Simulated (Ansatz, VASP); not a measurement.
**Two plane-wave programs on SnGe5**

```xyz
6
Lattice="7.6910 0.0000 0.0000 -3.8455 6.6606 0.0000 0.0000 0.0000 3.0579" Properties=species:S:1:pos:R:3 pbc="T T T"
Sn    0.0000    0.0000    0.0000
Ge    4.9361    0.0000    0.0000
Ge   -2.4680    4.2748    0.0000
Ge    1.3774    2.3858    0.0000
Ge    0.0000    4.4404    0.0000
Ge    3.8455    2.2202    0.0000
```

Alike in both runs: functional PBE; k mesh 3 × 3 × 4; occupations gaussian, width 0.1 eV; no spin polarisation.

Ansatz relaxed the structure, and its values are those at the end. VASP's run is a single point on that final structure, the one shown.

|  | VASP | Ansatz |
| --- | --- | --- |
| version | VASP 6.6.1 | Ansatz 0.2.0 |
| potentials or method | VASP PAW PBE potentials, release 64 (Sn_d, Ge_d), cutoff 520 eV | scalar-relativistic, plane waves, PAW |
| valence electrons in the cell | 84 | 84 |

```tsv
	VASP	Ansatz	Ansatz less VASP
gap on the k mesh at the Fermi level (eV)	none	none	-
pressure (GPa)	-0.1	0.0	+0.02
rms of the force components (eV/Å)	0.011	0.011	0.0000
```

A gap of «none» marks a metal or a gap that the smearing closes.

The k mesh is coarse, so the values compare programs but aren't converged.
